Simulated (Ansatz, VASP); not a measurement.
GaN in VASP and in Ansatz

```
Ga N
1.0
     3.18000    0.00000    0.00000
    -1.59000    2.75396    0.00000
     0.00000    0.00000    5.16600
Ga N
2 2
Direct
  0.33333 0.66667 0.00394
  0.66667 0.33333 0.50394
  0.33333 0.66667 0.38106
  0.66667 0.33333 0.88106
```

Alike in both runs: task electric field gradients; functional LDA; k mesh 11 × 11 × 6; occupations fermi-dirac, width 0.02 eV; no spin polarisation.

|  | VASP | Ansatz |
| --- | --- | --- |
| version | VASP 6.6.1 | Ansatz 0.2.0 |
| potentials or method | VASP PAW LDA potentials, release 64 (Ga_d, N_h) | plane-wave PAW, scalar-relativistic |
| plane-wave cutoff (eV) | 910 | 420 |
| valence electrons in the cell | 36 | 36 |

Ansatz gave:

- gap on the k mesh at the Fermi level (eV): 1.99
- size of Vzz on the site where it differs most (V/Å²): 0.1

Question: What did VASP give for the same quantities?

Answer: gap on the k mesh at the Fermi level (eV): 2.00; size of Vzz on the site where it differs most (V/Å²): 0.2.

LDA's correlation is that of Perdew and Zunger in VASP and of Perdew and Wang (1992) in Ansatz.

Noted on VASP's run: the cutoff is short for stress, so the pressure is rough.
